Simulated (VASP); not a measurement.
# HfO2 (R-3m) in VASP: a series of runs, part 3 of 3

VASP 6.6.1.

**6. Single point, PBEsol**

This run uses another cell than the first one, of 10.98 Å³/atom, 1.027 times its volume.

INCAR reads:

```
PREC = Accurate
ENCUT = 520
EDIFF = 1E-6
ISMEAR = 0
SIGMA = 0.05
LREAL = F
LASPH = T
NELM = 60
ALGO = Normal
ISIF = 2
LWAVE = F
LCHARG = F
GGA = PS
NBANDS = 18
```

KPOINTS reads:

```
Automatic mesh
0
Gamma
  8 8 8
```

POSCAR reads:

```
HfO2
1.0
    0.2088811584      2.6528884725      2.6528884725
    2.6528884725      0.2088811584      2.6528884725
    2.6528884725      2.6528884725      0.2088811584
Hf O
1 2
Direct
    0.0000000000      0.0000000000      0.0000000000
    0.2500000000      0.2500000000      0.2500000000
    0.7500000000      0.7500000000      0.7500000000
```

Potentials or basis: VASP PAW PBE potentials, release 64 (Hf_pv, O).

The run is started by

```sh
$ cat potpaw_PBE.64/Hf_pv/POTCAR potpaw_PBE.64/O/POTCAR > POTCAR
$ mpirun -np 1 vasp_std > vasp.out
```

OUTCAR:

```text
PREC = Accurate
   ENCUT = 520
   EDIFF = 1E-6
   ISMEAR = 0
   LREAL = F
   LASPH = T
   NELM = 60
   ISIF = 2
   GGA = PS

 ion  position               nearest neighbor table
   1  0.000  0.000  0.000-   3 2.15   3 2.15   3 2.15   2 2.15   2 2.15   2 2.15   3 2.39   2 2.39

   2  0.250  0.250  0.250-   1 2.15   1 2.15   1 2.15   1 2.39
   3  0.750  0.750  0.750-   1 2.15   1 2.15   1 2.15   1 2.39

  LATTYP: Found a trigonal (rhomboedric) cell.
 ALAT       =     3.7575611550
 COS(alpha) =     0.5769488427

  Lattice vectors:

 A1 = (   0.2088811584,   2.6528884725,   2.6528884725)
 A2 = (   2.6528884725,   0.2088811584,   2.6528884725)
 A3 = (   2.6528884725,   2.6528884725,   0.2088811584)

Analysis of symmetry for initial positions (statically):
=====================================================================
 Subroutine PRICEL returns:
 Original cell was already a primitive cell.

 Routine SETGRP: Setting up the symmetry group for a
 trigonal (rhombohedral) supercell.
[... 160 lines left out ...]

 Free energy of the ion-electron system (eV)
  ---------------------------------------------------
  ext. energy  EPLUGINS =         0.00000000
  ---------------------------------------------------
  free energy    TOTEN  =       -31.47196931 eV

  energy without entropy =      -31.47196931  energy(sigma->0) =      -31.47196931

 E-fermi :   4.1754     XC(G=0): -12.0374

 val. band max:        3.9322227758   @ k =   0.5000   0.5000  -0.0000
 cond. band min:       7.7007029275   @ k =   0.5000   0.5000  -0.0000
 fundamental gap:      3.7684801518
 Fermi energy:         4.1754481972

 k-point     1 :       0.0000    0.0000    0.0000
  band No.  band energies     occupation
      1     -25.7047      2.00000
      2     -25.5948      2.00000
      3     -25.5948      2.00000
      4     -14.6311      2.00000
      5     -11.5805      2.00000
      6      -1.5075      2.00000
[... 481 lines left out ...]
      5     -12.2394      2.00000
      6      -1.0423      2.00000
[... 10 lines left out ...]
     17      14.0146      0.00000
     18      16.9367      0.00000

 [... further k-points ...]
[... 5 lines left out ...]
  --------------------------------------------------------------------------------------
  -------------------------------------------------------------------------------------
  Total       -1.3010706     -1.3010706     -1.3010706     -0.8779465     -0.8779465     -0.8779465
  in kB      -63.2831129    -63.2831129    -63.2831129    -42.7026713    -42.7026713    -42.7026713
  external PRESSURE =     -63.2831129 kB  Pullay stress =       0.0000000 kB

 VOLUME and BASIS-vectors are now :
 -----------------------------------------------------------------------------
  energy-cutoff  :      520.00
  volume of cell :       32.94
      direct lattice vectors                 reciprocal lattice vectors
     0.208881158  2.652888472  2.652888472    -0.212331084  0.196832994  0.196832994
     2.652888472  0.208881158  2.652888472     0.196832994 -0.212331084  0.196832994
     2.652888472  2.652888472  0.208881158     0.196832994  0.196832994 -0.212331084

 POSITION                                       TOTAL-FORCE (eV/Angst)
 -----------------------------------------------------------------------------------
      0.00000      0.00000      0.00000         0.000000      0.000000      0.000000
      1.37866      1.37866      1.37866        -0.239917     -0.239917     -0.239917
      4.13599      4.13599      4.13599         0.239917      0.239917      0.239917
 -----------------------------------------------------------------------------------
    total drift:                                0.000000      0.000000      0.000000

  FREE ENERGIE OF THE ION-ELECTRON SYSTEM (eV)
  ---------------------------------------------------
  free  energy   TOTEN  =       -31.4719693106 eV

  energy  without entropy=      -31.4719693106  energy(sigma->0) =      -31.47196931
```

stdout:

```text
POSCAR found type information on POSCAR HfO
 POSCAR found :  2 types and       3 ions
 scaLAPACK will be used
 -----------------------------------------------------------------------------
|                                                                             |
|                                                                             |
|     You enforced a specific xc type in the INCAR file but a different       |
|     I HOPE YOU KNOW WHAT YOU ARE DOING!                                     |
|                                                                             |
 -----------------------------------------------------------------------------

 LDA part: xc-table for (Slater+PW92), standard interpolation
 POSCAR, INCAR and KPOINTS ok, starting setup
 FFT: planning ... GRIDC
 FFT: planning ... GRID_SOFT
 FFT: planning ... GRID
 WAVECAR not read
 entering main loop
```

It took 32 s on 1 thread of AMD EPYC 7R43 (Zen 3), shared host; peak memory 0.14 GiB.

What came out:

* Free energy: -31.4720 eV
* Pressure: -6.3 GPa
* Largest force: 0.416 eV/Å
* Band gap on the k mesh: 3.77 eV, direct

Forces in eV/Å, atoms in the order of the input:
```
Hf   0.000  0.000  0.000
O   -0.240 -0.240 -0.240
O    0.240  0.240  0.240
```

Stress tensor (GPa, compression positive):
```
-6.33 -4.27 -4.27
-4.27 -6.33 -4.27
-4.27 -4.27 -6.33
```

Caveat: the PAW data sets were made with another functional, which shifts forces and pressure a little; spin-orbit coupling is left out, which moves the levels of the heavy elements.

**7. Summary**

```tsv
cell	gap on the mesh (eV)	pressure (GPa)	largest force (eV/Å)
a = 3.438 Å, angles 65.4°, 3 atoms	3.87	1.8	1.67
a = 3.478 Å, angles 63.6°, 3 atoms	3.78	-1.4	0.94
a = 3.669 Å, angles 56.5°, 3 atoms	3.77	-1.9	0.47
a = 3.468 Å, angles 65.4°, 3 atoms	3.80	-5.0	1.43
a = 3.758 Å, angles 54.8°, 3 atoms	3.77	-6.3	0.42
```

Alike in all rows: task single point; level PBEsol; potentials or basis VASP PAW PBE potentials, release 64 (Hf_pv, O); no spin polarisation; k mesh 8 × 8 × 8; cutoff (eV) 520; smearing gaussian 0.05 eV.

Caveats: the PAW data sets were made with another functional, which shifts forces and pressure a little; spin-orbit coupling is left out, which moves the levels of the heavy elements.

Total energies depend on the potentials used, so only differences within one code and one set of settings carry meaning.
